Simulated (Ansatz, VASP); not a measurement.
# Two plane-wave programs on In3Bi2

```
In Bi
1.0
     3.64052    0.00000    0.00000
    -1.82026    3.15278    0.00000
     0.00000    0.00000   12.96730
In Bi
3 2
Direct
  0.66667 0.33333 0.80416
  0.00000 0.00000 0.00000
  0.33333 0.66667 0.19584
  0.66667 0.33333 0.39689
  0.33333 0.66667 0.60311
```

Alike in both runs: task single point; functional PBE; k mesh 6 × 6 × 2; occupations gaussian, width 0.1 eV; no spin polarisation.

|  | VASP | Ansatz |
| --- | --- | --- |
| version | VASP 6.6.1 | Ansatz 0.2.0 |
| potentials or method | VASP PAW PBE potentials, release 64 (In_d, Bi_d), cutoff 520 eV | scalar-relativistic, plane waves, PAW |
| valence electrons in the cell | 69 | 69 |

```csv
,VASP,Ansatz,Ansatz less VASP
gap on the k mesh at the Fermi level (eV),none,none,-
pressure (GPa),0.2,0.3,+0.02
"traceless stress, the component that is largest in VASP (GPa)",1.12,1.12,0.000
rms of the force components (eV/Å),0.062,0.061,-0.0002
```

Atom by atom the forces differ by 0.001 eV/Å (rms over components). A gap of «none» marks a metal or a gap that the smearing closes. With one functional, cell and mesh, what is left measures potentials, basis and numerics.

Neither program's run includes spin-orbit coupling.
